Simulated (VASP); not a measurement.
Here is a VASP 6.6.1 calculation.

The input INCAR:

```
PREC = Accurate
ENCUT = 520
EDIFF = 1E-7
ISMEAR = 0
SIGMA = 0.05
LREAL = F
LASPH = T
NELM = 100
ALGO = Normal
ISIF = 2
LWAVE = F
LCHARG = F
GGA = PS
NBANDS = 11
```

File KPOINTS:

```
Automatic mesh
0
Gamma
  12 12 12
```

File POSCAR:

```
SiC
1.0
    0.0000000000      2.2360020599      2.2360020599
    2.2360020599      0.0000000000      2.2360020599
    2.2064868327      2.2064868327      0.0295152272
Si C
1 1
Direct
    0.0000000000      0.0000000000      0.0000000000
    0.7500000000      0.7500000000      0.7500000000
```

Potentials or basis: VASP PAW PBE potentials, release 64 (Si, C).

The run is started by

```console
$ cat potpaw_PBE.64/Si/POTCAR potpaw_PBE.64/C/POTCAR > POTCAR
$ mpirun -np 1 vasp_std > vasp.out
```

(1) Predict the pressure.

(2) Estimate the largest force.

(3) What does it give for the band gap on the k mesh?

Answers

(1) -11.1 GPa.

(2) 0.149 eV/Å.

(3) 1.21 eV, indirect (least direct gap 4.27 eV).

Caveat: the PAW data sets were made with another functional, which shifts forces and pressure a little.
